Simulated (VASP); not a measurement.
# BN (F-43m) in VASP: notebook

The runs below take BN through single point, with r2SCAN.

Everything below comes from runs of VASP 6.6.1. Logs are shortened: lines on timing, memory, paths and dates and some standing lists are left out, and cuts for length are marked.

## Step 1: The cell of the first run

The structure is cubic, space group F-43m (No. 216). Conventional cell: a = 3.494 Å, b = 3.494 Å, c = 3.494 Å, α = 90.00°, β = 90.00°, γ = 90.00°. Within 2.0 Å of B (site symmetry -43m) lie 4 N at 1.51 Å. N (site symmetry -43m) has 4 B at 1.51 Å within 2.0 Å.

## Step 2: Single point, r2SCAN

Input file POSCAR:

```
BN
1.0
    0.0000000000      1.7471070000      1.7471070000
    1.7471070000      0.0000000000      1.7471070000
    1.7471070000      1.7471070000      0.0000000000
B N
1 1
Direct
    0.0000000000      0.0000000000      0.0000000000
    0.2500000000      0.2500000000      0.2500000000
```

Input file INCAR.step1:

```
ALGO = Normal ; EDIFF = 1E-5
ENCUT = 660 ; GGA = PE
GGA_COMPAT = F ; ISMEAR = 0
LASPH = T ; LCHARG = F
LREAL = F ; LWAVE = T
NBANDS = 11 ; NELM = 120
PREC = Accurate ; SIGMA = 0.01
```

Input file INCAR.step2:

```
ALGO = Normal ; EDIFF = 1E-6
ENCUT = 660 ; GGA_COMPAT = F
ISIF = 2 ; ISMEAR = 0
ISTART = 1 ; LASPH = T
LCHARG = T ; LELF = T
LMIXTAU = T ; LREAL = F
LVHAR = T ; LWAVE = F
METAGGA = R2SCAN ; NBANDS = 11
NELM = 120 ; PREC = Accurate
SIGMA = 0.01
```

Input file KPOINTS:

```
k-points
0
Gamma
  12 12 12
```

Potentials or basis: VASP PAW PBE potentials, release 64 (B, N).

Started as:

```console
$ cat potpaw_PBE.64/B/POTCAR potpaw_PBE.64/N/POTCAR > POTCAR
$ cp INCAR.step1 INCAR
$ mpirun -np 1 vasp_std > vasp.out
$ cp INCAR.step2 INCAR
$ mpirun -np 1 vasp_std > vasp.out
```

OUTCAR:

```text
EDIFF = 1E-6
   ENCUT = 660
   ISIF = 2
   ISMEAR = 0
   ISTART = 1
   LASPH = T
   LREAL = F
   METAGGA = R2SCAN
   NELM = 120
   PREC = Accurate

 ion  position               nearest neighbor table
   1  0.000  0.000  0.000-   2 1.51   2 1.51   2 1.51   2 1.51
   2  0.250  0.250  0.250-   1 1.51   1 1.51   1 1.51   1 1.51

  LATTYP: Found a face centered cubic cell.
 ALAT       =     3.4942140000

  Lattice vectors:

 A1 = (   0.0000000000,   1.7471070000,   1.7471070000)
 A2 = (   1.7471070000,   0.0000000000,   1.7471070000)
 A3 = (   1.7471070000,   1.7471070000,   0.0000000000)

Analysis of symmetry for initial positions (statically):
=====================================================================
 Subroutine PRICEL returns:
 Original cell was already a primitive cell.

 Routine SETGRP: Setting up the symmetry group for a
 face centered cubic supercell.

 Subroutine GETGRP returns: Found 24 space group operations
 (whereof 24 operations were pure point group operations)
 out of a pool of 48 trial point group operations.

The static configuration has the point symmetry T_d .

Analysis of symmetry for dynamics (positions and initial velocities):
=====================================================================
 Subroutine PRICEL returns:
 Original cell was already a primitive cell.

 Routine SETGRP: Setting up the symmetry group for a
 face centered cubic supercell.

 Subroutine GETGRP returns: Found 24 space group operations
 (whereof 24 operations were pure point group operations)
 out of a pool of 48 trial point group operations.

The dynamic configuration has the point symmetry T_d .

 Subroutine INISYM returns: Found 24 space group operations
 (whereof 24 operations are pure point group operations),
 and found     1 'primitive' translations

----------------------------------------------------------------------------------------

                                     Primitive cell

  volume of cell :      10.6657

  direct lattice vectors                    reciprocal lattice vectors
     0.000000000  1.747107000  1.747107000    -0.286187394  0.286187394  0.286187394
     1.747107000  0.000000000  1.747107000     0.286187394 -0.286187394  0.286187394
     1.747107000  1.747107000  0.000000000     0.286187394  0.286187394 -0.286187394

  length of vectors
     2.470782414  2.470782414  2.470782414     0.495691108  0.495691108  0.495691108

  position of ions in fractional coordinates (direct lattice)
     0.000000000  0.000000000  0.000000000
     0.250000000  0.250000000  0.250000000

  ion indices of the primitive-cell ions
   primitive index   ion index
                 1           1
                 2           2

----------------------------------------------------------------------------------------

 KPOINTS: k-points

Automatic generation of k-mesh.
 Grid dimensions read from file:
 generate k-points for:   12   12   12

 Generating k-lattice:

  Cartesian coordinates                     Fractional coordinates (reciprocal lattice)
    -0.023848950  0.023848950  0.023848950     0.083333333  0.000000000  0.000000000
     0.023848950 -0.023848950  0.023848950     0.000000000  0.083333333  0.000000000
     0.023848950  0.023848950 -0.023848950     0.000000000  0.000000000  0.083333333

  Length of vectors
     0.041307592  0.041307592  0.041307592

  Shift w.r.t. Gamma in fractional coordinates (k-lattice)
     0.000000000  0.000000000  0.000000000

 Subroutine IBZKPT returns following result:
 ===========================================

 Found     72 irreducible k-points:

 Following reciprocal coordinates:
            Coordinates               Weight
  0.000000  0.000000  0.000000      1.000000
  0.083333  0.000000  0.000000      8.000000
  0.166667  0.000000  0.000000      8.000000
  0.250000  0.000000  0.000000      8.000000
  0.333333  0.000000  0.000000      8.000000
  0.416667  0.000000  0.000000      8.000000
[... 16 lines left out ...]
  0.500000  0.166667  0.000000     24.000000
 -0.416667  0.166667  0.000000     24.000000
 [... further k-points ...]
   k-points           NKPTS =     72   k-points in BZ     NKDIM =     72   number of bands    NBANDS=     11
   number of dos      NEDOS =    301   number of ions     NIONS =      2
   total plane-waves  NPLWV =  13824
   dimension x,y,z NGX =    24 NGY =   24 NGZ =   24
   dimension x,y,z NGXF=    48 NGYF=   48 NGZF=   48
   ions per type =               1   1
   NGX,Y,Z   is equivalent  to a cutoff of  16.15, 16.15, 16.15 a.u.
   NGXF,Y,Z  is equivalent  to a cutoff of  32.30, 32.30, 32.30 a.u.
 SYSTEM =  unknown system
   PREC   = accura    normal or accurate (medium, high low for compatibility)
   ISTART =      1    job   : 0-new  1-cont  2-samecut
   ICHARG =      0    charge: 1-file 2-atom 10-const
   ISPIN  =      1    spin polarized calculation?
   LNONCOLLINEAR =      F non collinear calculations
   LSORBIT =      F    spin-orbit coupling
   LASPH  =      T    aspherical Exc in radial PAW
   ENCUT  =  660.0 eV  48.51 Ry    6.96 a.u.   5.18  5.18  5.18*2*pi/ulx,y,z
   NELM   =    120;   NELMIN=  2; NELMDL=  0     # of ELM steps
   EDIFF  = 0.1E-05   stopping-criterion for ELM
   LREAL  =      F    real-space projection
   EDIFFG = 0.1E-04   stopping-criterion for IOM
   NSW    =      0    number of steps for IOM
   IBRION =     -1    ionic relax: 0-MD 1-quasi-New 2-CG
   NFREE  =      0    steps in history (QN), initial steepest desc. (CG)
   ISIF   =      2    stress and relaxation
   ISYM   =      2    0-nonsym 1-usesym 2-fastsym
   POTIM  = 0.5000    time-step for ionic-motion
   TEBEG  =    0.0;   TEEND  =   0.0 temperature during run
   PSTRESS=    0.0 pullay stress
   NELECT =       8.0000    total number of electrons
   NUPDOWN=      -1.0000    fix difference up-down
   EMIN   =  10.00;   EMAX   =-10.00  energy-range for DOS
   EFERMI =   0.00;   METHOD = LEGACY
   ISMEAR =     0;   SIGMA  =   0.01  broadening in eV -4-tet -1-fermi 0-gaus
   EFERMI_NEDOS =   21; number of points for ismear=-14 and -15
   IALGO  =     38    algorithm
   IMIX   =      4    mixing-type and parameters
     AMIX     =   0.40;   BMIX     =  1.00
     AMIX_MAG =   1.60;   BMIX_MAG =  1.00
  volume/ion in A,a.u.               =       5.33        35.99
  Fermi-wavevector in a.u.,A,eV,Ry     =   1.487449  2.810870 30.102939  2.212504
  Thomas-Fermi vector in A             =   2.600608
   LORBIT       =      0    0 simple, 1 ext, 2 COOP (PROOUT), +10 PAW based schemes
   METAGGA = R2SCAN    functional components
   LHFCALC =     F    Hartree Fock is set to
   AEXX    =    0.0000 exact exchange contribution
   IVDW    =     0    specifies the selected vdW correction
   LEPSILON=     F    determine dielectric tensor
   LRPA    =     F    only Hartree local field effects (RPA)
 non-spin polarized calculation
 Gauss-broadening in eV      SIGMA  =   0.01
  energy-cutoff  :      660.00
  volume of cell :       10.67
 maximum number of plane-waves:       424
 NGX is ok and might be reduce to    24
   NGX = 11   NGY = 11   NGZ = 11

 number of electron       8.0000000 magnetization

 Free energy of the ion-electron system (eV)
  ---------------------------------------------------
  ext. energy  EPLUGINS =         0.00000000
  ---------------------------------------------------
  free energy    TOTEN  =       -19.01923246 eV

  energy without entropy =      -19.01923246  energy(sigma->0) =      -19.01923246

 E-fermi :   8.6190     XC(G=0): -14.1962

 val. band max:        8.5493544861   @ k =   0.0000   0.0000   0.0000
 cond. band min:      13.6440376953   @ k =   0.5000   0.5000   0.0000
 fundamental gap:      5.0946832092
 Fermi energy:         8.6190255466

 k-point     1 :       0.0000    0.0000    0.0000
  band No.  band energies     occupation
      1     -13.9746      2.00000
      2       8.5494      2.00000
      3       8.5494      2.00000
      4       8.5494      2.00000
      5      18.5762      0.00000
      6      18.5762      0.00000
      7      18.5762      0.00000
      8      21.4208      0.00000
      9      36.7508      0.00000
     10      38.5830      0.00000
     11      38.5830      0.00000

 k-point     2 :       0.0833    0.0000    0.0000
  band No.  band energies     occupation
      1     -13.7850      2.00000
      2       7.5286      2.00000
      3       8.3409      2.00000
      4       8.3409      2.00000
      5      18.8981      0.00000
      6      18.8981      0.00000
      7      18.9362      0.00000
      8      21.9437      0.00000
      9      36.2513      0.00000
     10      36.2989      0.00000
     11      36.2989      0.00000

 k-point     3 :       0.1667    0.0000    0.0000
  band No.  band energies     occupation
      1     -13.2225      2.00000
      2       5.1713      2.00000
      3       7.8353      2.00000
      4       7.8353      2.00000
      5      19.5155      0.00000
      6      19.6376      0.00000
      7      19.6376      0.00000
      8      23.2374      0.00000
      9      34.5767      0.00000
     10      34.5767      0.00000
     11      35.3472      0.00000

 k-point     4 :       0.2500    0.0000    0.0000
  band No.  band energies     occupation
      1     -12.3114      2.00000
      2       2.3953      2.00000
      3       7.2537      2.00000
      4       7.2537      2.00000
      5      20.0138      0.00000
      6      20.3137      0.00000
      7      20.3137      0.00000
      8      24.5582      0.00000
      9      34.1998      0.00000
     10      34.1998      0.00000
     11      34.7520      0.00000
[... 239 lines left out ...]
 k-point    22 :       0.4167    0.1667    0.0000
  band No.  band energies     occupation
      1     -10.0968      2.00000
      2      -0.6520      2.00000
      3       5.0158      2.00000
      4       5.1455      2.00000
      5      18.2440      0.00000
      6      23.0263      0.00000
      7      23.2545      0.00000
      8      24.4239      0.00000
      9      31.6027      0.00000
     10      38.3464      0.00000
     11      39.9766      0.00000

 k-point    23 :       0.5000    0.1667    0.0000
  band No.  band energies     occupation
      1      -8.9749      2.00000
      2      -2.4406      2.00000
      3       4.3457      2.00000
      4       5.2333      2.00000
      5      18.5863      0.00000
      6      22.9187      0.00000
      7      23.0587      0.00000
      8      25.9885      0.00000
      9      32.0050      0.00000
     10      38.6778      0.00000
     11      39.2113      0.00000

 k-point    24 :      -0.4167    0.1667    0.0000
  band No.  band energies     occupation
      1      -8.7559      2.00000
      2      -2.7544      2.00000
      3       3.8823      2.00000
      4       5.5991      2.00000
      5      19.0766      0.00000
      6      22.4499      0.00000
      7      22.9402      0.00000
      8      26.7916      0.00000
      9      32.3103      0.00000
     10      36.4752      0.00000
     11      39.0268      0.00000

 [... further k-points ...]
[... 5 lines left out ...]
  --------------------------------------------------------------------------------------
  -------------------------------------------------------------------------------------
  Total        3.1419960      3.1419960      3.1419960     -0.0000000      0.0000000     -0.0000000
  in kB      471.9844578    471.9844578    471.9844578     -0.0000000      0.0000000     -0.0000000
  external PRESSURE =     471.9844578 kB  Pullay stress =       0.0000000 kB

 VOLUME and BASIS-vectors are now :
 -----------------------------------------------------------------------------
  energy-cutoff  :      660.00
  volume of cell :       10.67
      direct lattice vectors                 reciprocal lattice vectors
     0.000000000  1.747107000  1.747107000    -0.286187394  0.286187394  0.286187394
     1.747107000  0.000000000  1.747107000     0.286187394 -0.286187394  0.286187394
     1.747107000  1.747107000  0.000000000     0.286187394  0.286187394 -0.286187394

 POSITION                                       TOTAL-FORCE (eV/Angst)
 -----------------------------------------------------------------------------------
      0.00000      0.00000      0.00000        -0.000000     -0.000000     -0.000000
      0.87355      0.87355      0.87355         0.000000      0.000000      0.000000
 -----------------------------------------------------------------------------------
    total drift:                                0.000000      0.000000     -0.000000

  FREE ENERGIE OF THE ION-ELECTRON SYSTEM (eV)
  ---------------------------------------------------
  free  energy   TOTEN  =       -19.0192324640 eV

  energy  without entropy=      -19.0192324640  energy(sigma->0) =      -19.01923246
```

Run time: 41 s. Hardware: 1 thread of Intel Xeon Platinum 8488C (Sapphire Rapids), shared host; peak memory 0.14 GiB.

Results:

```yaml
Free_energy: -19.0192 eV
Pressure: 47.2 GPa
Band_gap_on_the_k_mesh: 5.09 eV, indirect (least direct gap 10.03 eV)
```

Caveat: the PAW data sets were made with another functional, which shifts forces and pressure a little.

## Step 3: Single point, r2SCAN

This run uses another cell than the first one, of 5.25 Å³/atom, 0.985 times its volume.

Input file POSCAR:

```
BN
1.0
    0.0000000000      1.7380920000      1.7380920000
    1.7380920000      0.0000000000      1.7380920000
    1.7380920000      1.7380920000      0.0000000000
B N
1 1
Direct
    0.0000000000      0.0000000000      0.0000000000
    0.2500000000      0.2500000000      0.2500000000
```

Input file INCAR.step1:

```
SYSTEM = BN
ALGO = Normal ; EDIFF = 1E-5
ENCUT = 660 ; GGA = PE
GGA_COMPAT = .FALSE. ; ISMEAR = 0
LASPH = .TRUE. ; LCHARG = .FALSE.
LREAL = .FALSE. ; LWAVE = .TRUE.
NBANDS = 11 ; NELM = 120
PREC = Accurate ; SIGMA = 0.01
```

Input file INCAR.step2:

```
SYSTEM = BN
ALGO = Normal ; EDIFF = 1E-6
ENCUT = 660 ; GGA_COMPAT = .FALSE.
ISIF = 2 ; ISMEAR = 0
ISTART = 1 ; LASPH = .TRUE.
LCHARG = .TRUE. ; LELF = .TRUE.
LMIXTAU = .TRUE. ; LREAL = .FALSE.
LVHAR = .TRUE. ; LWAVE = .FALSE.
METAGGA = R2SCAN ; NBANDS = 11
NELM = 120 ; PREC = Accurate
SIGMA = 0.01
```

Input file KPOINTS:

```
k-points
0
G
  12 12 12
  0 0 0
```

Potentials or basis: VASP PAW PBE potentials, release 64 (B, N).

Started as:

```console
$ cat potpaw_PBE.64/B/POTCAR potpaw_PBE.64/N/POTCAR > POTCAR
$ cp INCAR.step1 INCAR
$ mpirun -np 1 vasp_std > vasp.out
$ cp INCAR.step2 INCAR
$ mpirun -np 1 vasp_std > vasp.out
```

It took 46 s on 1 thread of Intel Xeon Platinum 8488C (Sapphire Rapids), shared host; peak memory 0.14 GiB.

It converged, with:

```
Free energy            : -18.9661 eV
Pressure               : 56.0 GPa
Band gap on the k mesh : 5.11 eV, indirect (least direct gap 10.10 eV)
```

Levels at points of the mesh, in eV from the valence-band top:
| k point | band 2 | band 3 | band 4 | band 5 | band 6 | band 7 |
| --- | --- | --- | --- | --- | --- | --- |
| (0.00, 0.00, 0.00) | 0.00 | 0.00 | 0.00 | 10.10 | 10.10 | 10.10 |
| (0.50, 0.00, 0.00) | -12.24 | -2.26 | -2.26 | 12.13 | 12.13 | 12.44 |
| (0.50, 0.50, 0.00) | -10.15 | -5.73 | -5.73 | 5.11 | 10.50 | 21.22 |

Caveat: the PAW data sets were made with another functional, which shifts forces and pressure a little. A k mesh can miss the band edges.
